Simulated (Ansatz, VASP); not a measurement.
**Te: VASP beside Ansatz**

```
CELL_PARAMETERS angstrom
5.86597 0.00000 0.00000
0.00000 5.86597 0.00000
0.00000 0.00000 3.94372
ATOMIC_POSITIONS crystal
Te 0.00000 0.00000 0.00000
Te 0.50000 0.50000 0.00000
Te 0.00000 0.50000 0.62500
Te 0.50000 0.00000 0.37500
```

Alike in both runs: task single point; functional PBE; k mesh 4 × 4 × 4; occupations gaussian, width 0.1 eV; no spin polarisation.

```csv
,VASP,Ansatz
version,VASP 6.6.1,Ansatz 0.2.0
potentials or method,"VASP PAW PBE potentials, release 64 (Te), cutoff 520 eV","scalar-relativistic, plane waves, PAW"
valence electrons in the cell,24,64
```

Ansatz gave:

```
gap on the k mesh at the Fermi level (eV)                     : none
pressure (GPa)                                                : -4.3
traceless stress, the component that is largest in VASP (GPa) : 1.68
rms of the force components (eV/Å)                            : 0.146
```

Question: What did VASP give for the same quantities?

Answer: gap on the k mesh at the Fermi level (eV): none; pressure (GPa): -4.4; traceless stress, the component that is largest in VASP (GPa): 1.68; rms of the force components (eV/Å): 0.147.

Atom by atom the forces differ by 0.002 eV/Å (rms over components). A gap of «none» marks a metal or a gap that the smearing closes. The functional is the same, so the differences come from potentials, cutoffs and numerics. VASP's potentials hold 24 valence electrons a cell and Ansatz's 64, so a difference there can come from the potentials and not from the codes.

The k mesh is coarse, so the values compare programs but aren't converged. Neither program's run includes spin-orbit coupling.
